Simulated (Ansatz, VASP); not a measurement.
**SnSe: VASP beside Ansatz**

```
Sn Se
1.0
    11.64398    0.00000    0.00000
     0.00000    4.27218    0.00000
     0.00000    0.00000    4.54747
Sn Se
4 4
Direct
  0.87700 0.75000 0.90900
  0.62300 0.25000 0.40900
  0.37700 0.75000 0.59100
  0.12300 0.25000 0.09100
  0.64300 0.75000 0.98400
  0.85700 0.25000 0.48400
  0.14300 0.75000 0.51600
  0.35700 0.25000 0.01600
```

Alike in both runs: task single point; functional RPBE; k mesh 3 × 6 × 6; occupations fermi-dirac, width 0.05 eV; no spin polarisation.

|  | VASP | Ansatz |
| --- | --- | --- |
| version | VASP 6.6.1 | Ansatz 0.2.0 |
| potentials or method | VASP PAW PBE potentials, release 64 (Sn_d, Se) | Ansatz PAW |
| plane-wave cutoff (eV) | 520 | 420 |
| valence electrons in the cell | 80 | 120 |

VASP gave:

| Quantity | Value |
| --- | --- |
| gap on the k mesh at the Fermi level (eV) | 0.63 |
| least direct gap on the mesh (eV) | 0.79 |
| pressure (GPa) | 1.0 |
| traceless stress, the component that is largest in VASP (GPa) | 1.44 |
| rms of the force components (eV/Å) | 0.084 |

Problem. What did Ansatz give for the same quantities?

Solution. gap on the k mesh at the Fermi level (eV): 0.63; least direct gap on the mesh (eV): 0.80; pressure (GPa): 1.0; traceless stress, the component that is largest in VASP (GPa): 1.42; rms of the force components (eV/Å): 0.086.

VASP's potentials were made for PBE, not for RPBE. Atom by atom the forces differ by 0.008 eV/Å (rms over components). With one functional, cell and mesh, what is left measures potentials, basis and numerics. VASP's potentials hold 80 valence electrons a cell and Ansatz's 120, so a difference there can come from the potentials and not from the codes.

Noted on Ansatz's run: odd divisions of the mesh miss points on the zone boundary, where band edges often lie, so the gap on the mesh can be too wide.
